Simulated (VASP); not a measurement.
AlN, 8 atoms in the cell. Symmetry: Pnma, No. 62, orthorhombic system. Conventional cell: a = 5.739 Å, b = 4.188 Å, c = 3.313 Å, α = 90.00°, β = 90.00°, γ = 90.00°. Al (site symmetry m) has 5 N at 1.91 to 2.09 Å within 2.5 Å. Within 2.5 Å of N (site symmetry m) lie 5 Al at 1.91 to 2.09 Å.  This cell differs from its parent crystal: atoms displaced along a vibrational mode.

```yaml
Program: VASP 6.6.1
Task: single point
Functional: PBE
Potentials_or_basis: VASP PAW PBE potentials, release 64 (Al, N)
Cutoff: 520 eV
k_mesh: 8 × 6 × 4
Occupations: gaussian, width 0.05 eV
Spin: no spin polarisation
Dipole_correction: no
Further_INCAR_settings: ALGO = Normal; EDIFF = 1e-07; NBANDS = 26
```

Potentials or basis: VASP PAW PBE potentials, release 64 (Al, N).

Command:

```bash
$ cat potpaw_PBE.64/Al/POTCAR potpaw_PBE.64/N/POTCAR > POTCAR
$ mpirun -np 1 vasp_std > vasp.out
```

Hardware: 1 thread of AMD EPYC 7R13 Processor (Zen 3) (shared host).

Estimate the wall time of this run.

It took 90 s on 1 thread of AMD EPYC 7R13 Processor (Zen 3), on a shared host, peak memory 0.21 GiB. Counts: scf iterations 15, k points 60.
